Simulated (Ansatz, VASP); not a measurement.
# Two plane-wave programs on CdSe

File INCAR:

```
PREC = Accurate
ENCUT = 600
EDIFF = 1E-6
ISMEAR = 0
SIGMA = 0.05
LREAL = False
LASPH = True
NELM = 100
ALGO = Normal
ISIF = 3
LWAVE = False
LCHARG = False
GGA = PE
IBRION = 2
NSW = 80
EDIFFG = -0.03
```

The input KPOINTS:

```
regular mesh
0
Gamma
  6 6 4
```

File POSCAR:

```
CdSe
1.0
    4.3000000000      0.0000000000      0.0000000000
   -2.1500000000      3.7239092363      0.0000000000
    0.0000000000      0.0000000000      7.0200000000
Cd Se
2 2
Direct
    0.3333333333      0.6666666667      0.0000000000
    0.6666666667      0.3333333333      0.5000000000
    0.3333333333      0.6666666667      0.3850000000
    0.6666666667      0.3333333333      0.8850000000
```

Input for Ansatz:

```yaml
crystal:
  lattice:
    - [4.3, 0.0, 0.0]
    - [-2.15, 3.7239092363, 0.0]
    - [0.0, 0.0, 7.02]
  atoms:
    - { symbol: Cd, position: [0.3333333333, 0.6666666667, 0.0] }
    - { symbol: Cd, position: [0.6666666667, 0.3333333333, 0.5] }
    - { symbol: Se, position: [0.3333333333, 0.6666666667, 0.385] }
    - { symbol: Se, position: [0.6666666667, 0.3333333333, 0.885] }
basis:
  ecutwfc: 420
  ecutrho_ratio: 4
kpoints:
  mp_grid: { grid: [6, 6, 4] }
hamiltonian:
  xc: pbe
scf:
  occupations: { method: gaussian, width: 0.05 }
output:
  forces: true
  stress: true
  eigenvalues: true
relax:
  f_tol: 0.03
  max_steps: 60
  cell: { stress_tol: 0.3 }
```

Alike in both runs: task relaxation of cell and atoms; functional PBE; k mesh 6 × 6 × 4; occupations gaussian, width 0.05 eV; no spin polarisation.

|  | VASP | Ansatz |
| --- | --- | --- |
| version | VASP 6.6.1 | Ansatz 0.2.0 |
| potentials or method | VASP PAW PBE potentials, release 64 (Cd, Se), cutoff 600 eV | scalar-relativistic, plane waves, PAW |
| valence electrons in the cell | 36 | 72 |

Ansatz gave:

- gap on the k mesh at the Fermi level, each at its own relaxed structure (eV): 0.54
- relaxed volume (Å³/atom): 29.85
- relaxed length of the cell vector where the two differ most in proportion (Å): 7.156

Problem. Estimate VASP's values.

Solution. gap on the k mesh at the Fermi level, each at its own relaxed structure (eV): 0.53; relaxed volume (Å³/atom): 29.90; relaxed length of the cell vector where the two differ most in proportion (Å): 7.165.

VASP's potentials hold 36 valence electrons a cell and Ansatz's 72, so a difference there can come from the potentials and not from the codes.
